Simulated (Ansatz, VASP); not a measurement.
TaRhN2: VASP beside Ansatz

```
CELL_PARAMETERS angstrom
3.13690 0.00000 0.00000
0.00000 3.13690 0.00000
0.00000 0.00000 4.31215
ATOMIC_POSITIONS crystal
Ta 0.00000 0.00000 0.00000
Rh 0.50000 0.50000 0.50000
N 0.00000 0.00000 0.50000
N 0.50000 0.50000 0.00000
```

Alike in both runs: functional PBE; k mesh 14 × 14 × 12; occupations gaussian, width 0.1 eV; no spin polarisation.

Ansatz relaxed the structure, and its values are those at the end. VASP's run is a single point on that final structure, the one shown.

|  | VASP | Ansatz |
| --- | --- | --- |
| version | VASP 6.6.1 | Ansatz 0.2.0 |
| potentials or method | VASP PAW PBE potentials, release 64 (Ta_pv, Rh_pv, N), cutoff 520 eV | scalar-relativistic, plane waves, PAW |
| valence electrons in the cell | 36 | 40 |

|  | VASP | Ansatz | Ansatz less VASP |
| --- | --- | --- | --- |
| gap on the k mesh at the Fermi level (eV) | none | none | - |
| pressure (GPa) | 0.3 | 0.0 | -0.36 |

A gap of «none» marks a metal or a gap that the smearing closes. VASP's potentials hold 36 valence electrons a cell and Ansatz's 40, so a difference there can come from the potentials and not from the codes.

Neither program's run includes spin-orbit coupling.
